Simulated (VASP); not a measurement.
Here is a VASP 6.6.1 calculation.

The input INCAR:

```
SYSTEM = Al36O
  PREC = Accurate
  ENCUT = 520
  EDIFF = 1E-7
  ISMEAR = 1
  SIGMA = 0.1
  LREAL = Auto
  LASPH = .TRUE.
  NELM = 100
  ALGO = Normal
  ISIF = 2
  LWAVE = .FALSE.
  LCHARG = .FALSE.
  GGA = PE
  NBANDS = 81
  KPAR = 4
```

Contents of KPOINTS:

```
regular mesh
0
G
  4 4 3
  0 0 0
```

Contents of POSCAR:

```
Al36O
1.0
    0.0000000000      6.0583944000      6.0583944000
    6.0583944000      0.0000000000      6.0583944000
    8.0778592000      8.0778592000      0.0000000000
Al O
36 1
Direct
    0.0030217300      0.0014712400     -0.0080150800
   -0.0036538100     -0.0049463000      0.2406687400
   -0.0049723100     -0.0066344100      0.5103882500
    0.0034256300      0.0019331000      0.7446293800
    0.0001464700      0.3349064800     -0.0051174200
   -0.0021887300      0.3513717900      0.2400925900
    0.0007629100      0.3360587200      0.4948523900
    0.0010152400      0.3355032900      0.7436920800
    0.0025418700      0.6694610300     -0.0071556700
    0.0016243100      0.6676454000      0.2449521000
    0.0001273700      0.6670564900      0.4959370200
    0.0001127700      0.6655943600      0.7479928400
    0.3363397200     -0.0014055100     -0.0048188300
    0.3528896100     -0.0037108700      0.2402758500
    0.3377186400     -0.0008133900      0.4948980300
    0.3369770000     -0.0005741800      0.7438199900
    0.3372640400      0.3356882800     -0.0058256200
    0.3374483900      0.3361154600      0.2426462800
    0.3358392400      0.3343416100      0.4936467600
    0.3359856200      0.3344995900      0.7455421200
    0.3362616100      0.6684954800     -0.0067704500
    0.3370919000      0.6659413200      0.2432216100
    0.3380420800      0.6652005500      0.4966934900
    0.3369541700      0.6664515300      0.7453548600
    0.6708152800      0.0010670200     -0.0071373000
    0.6692383900      0.0001449900      0.2448891900
    0.6686590800     -0.0014145000      0.4959072000
    0.6670875000     -0.0012762600      0.7479877500
    0.6700274400      0.3347830000     -0.0067809500
    0.6671033500      0.3358772700      0.2431353700
    0.6669464600      0.3363287700      0.4966969700
    0.6679539500      0.3354100600      0.7453515900
    0.6695155900      0.6680001900     -0.0057630500
    0.6688503500      0.6672498200      0.2452672600
    0.6690866800      0.6674469600      0.4949091200
    0.6690019400      0.6674103400      0.7447685100
    0.0849871500      1.0833983700      0.3087970500
```

Potentials or basis: VASP PAW PBE potentials, release 64 (Al, O).

Launch:

```sh
$ cat potpaw_PBE.64/Al/POTCAR potpaw_PBE.64/O/POTCAR > POTCAR
$ mpirun -np 4 vasp_std > vasp.out
```

**Question.** What does it give for the largest force?

**Answer.** 0.355 eV/Å.

**Question.** Estimate the pressure.

**Answer.** 1.4 GPa.

**Question.** Estimate the band gap on the k mesh.

**Answer.** Zero (bands 57 and 58 overlap by 0.51 eV).

Stress tensor (GPa, compression positive):
```
 1.24 -0.28  0.16
-0.28  1.23  0.16
 0.16  0.16  1.82
```
